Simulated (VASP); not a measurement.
Here is a VASP 6.6.1 calculation.

INCAR

```
SYSTEM = MoSe
PREC = Accurate
ENCUT = 520
EDIFF = 1E-6
ISMEAR = 0
SIGMA = 0.1
LREAL = .False.
LASPH = .True.
NELM = 150
ALGO = Normal
ISIF = 2
LWAVE = .False.
LCHARG = .True.
LMAXMIX = 4
LDAU = .True.
LDAUTYPE = 2
LDAUL = 2 -1
LDAUU = 4.38 0
LDAUJ = 0 0
LDAUPRINT = 1
GGA = PE
LELF = .True.
LVHAR = .True.
NBANDS = 17
```

KPOINTS

```
regular mesh
0
Gamma
  12 12 12
  0 0 0
```

Contents of POSCAR:

```
MoSe
1.0
    0.0000000000      2.9703041118      2.9703041118
    2.9703041118      0.0000000000      2.9703041118
    2.9703041118      2.9703041118      0.0000000000
Mo Se
1 1
Direct
    0.0000000000      0.0000000000      0.0000000000
    0.2500000000      0.2500000000      0.2500000000
```

Potentials or basis: VASP PAW PBE potentials, release 64 (Mo_sv, Se).

Launch:

```bash
$ cat potpaw_PBE.64/Mo_sv/POTCAR potpaw_PBE.64/Se/POTCAR > POTCAR
$ mpirun -np 1 vasp_std > vasp.out
```

Predict the pressure.

-0.7 GPa.

What does it give for the band gap on the k mesh?

Zero (bands 10 and 11 overlap by 0.02 eV).

Eigenvalues of the final occupation matrices:
```
    site  spin  trace               eigenvalues
site 1 d     1   2.01  0.18 0.18 0.18 0.74 0.74
site 1 d     2   2.01  0.18 0.18 0.18 0.74 0.74
```

Caveat: U without spin polarisation on a metal has little footing.
